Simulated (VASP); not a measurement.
The system is BN.

```
CELL_PARAMETERS angstrom
0.00000 1.74583 1.65853
1.74583 0.00000 1.65853
1.74583 1.74583 0.00000
ATOMIC_POSITIONS crystal
B 0.00000 0.00000 0.00000
N 0.50000 0.50000 0.50000
```

This cell differs from its parent crystal: uniaxial z strain -5.0%.

Base run:

| Quantity | Value |
| --- | --- |
| Program | VASP 6.6.1 |
| Functional | PBE |
| Potentials or basis | VASP PAW PBE potentials, release 64 (B, N) |
| Cutoff | 520 eV |
| k mesh | 8 × 8 × 8 |
| Occupations | gaussian, width 0.01 eV |
| Spin | no spin polarisation |

Its results: band gap on the k mesh 0.81 eV, indirect (least direct gap 5.47 eV); pressure 28.2 GPa.

**Question.** The run is repeated on the same cell with these changes: functional from PBE to HSE06. What comes out?

**Answer.** Band gap on the k mesh 1.80 eV, indirect (least direct gap 6.85 eV); pressure 16.2 GPa.

HSE06 gives the wider gap, since exact exchange removes part of the self-interaction.

Caveats: the PAW data sets were made with another functional, which shifts forces and pressure a little (some runs).

A k mesh can miss the band edges.
